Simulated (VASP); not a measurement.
IrRh3:

```xyz
4
Lattice="3.8171 0.0000 0.0000 0.0000 3.8171 0.0000 0.0000 0.0000 3.8171" Properties=species:S:1:pos:R:3 pbc="T T T"
Ir    0.0000    0.0000    0.0000
Rh    0.0000    1.9085    1.9085
Rh    1.9085    0.0000    1.9085
Rh    1.9085    1.9085    0.0000
```

```yaml
Program: VASP 6.6.1
Task: relaxation of volume and atoms at fixed shape
Functional: PBEsol
Potentials_or_basis: VASP PAW PBE potentials, release 64 (Ir, Rh_pv)
Cutoff: 600 eV
k_mesh: 7 × 7 × 7
Occupations: gaussian, width 0.1 eV
Spin: no spin polarisation
```

At the start: pressure -6.0 GPa; volume 13.90 Å³/atom.

Task: How do energy, volume and symmetry change on relaxing?

Result: Over 3 steps the energy falls by 5.2 meV/atom and the volume is 13.64 Å³/atom (-1.9 %); space group Pm-3m (No. 221, to 0.05 Å).

Step by step:
| step | energy change (eV) | largest force (eV/Å) | pressure (GPa) | volume (Å³) |
| --- | --- | --- | --- | --- |
| 1 | 0.0000 | 0.0000 | -5.98 | 55.61 |
| 2 | 0.1641 | 0.0000 | 20.94 | 51.54 |
| 3 | -0.0206 | 0.0000 | -0.14 | 54.56 |

Final structure:
```
CELL_PARAMETERS angstrom
3.79272 0.00000 0.00000
0.00000 3.79272 0.00000
0.00000 0.00000 3.79272
ATOMIC_POSITIONS crystal
Ir 0.00000 0.00000 0.00000
Rh 0.00000 0.50000 0.50000
Rh 0.50000 0.00000 0.50000
Rh 0.50000 0.50000 0.00000
```

Caveat: the PAW data sets were made with another functional, which shifts forces and pressure a little.
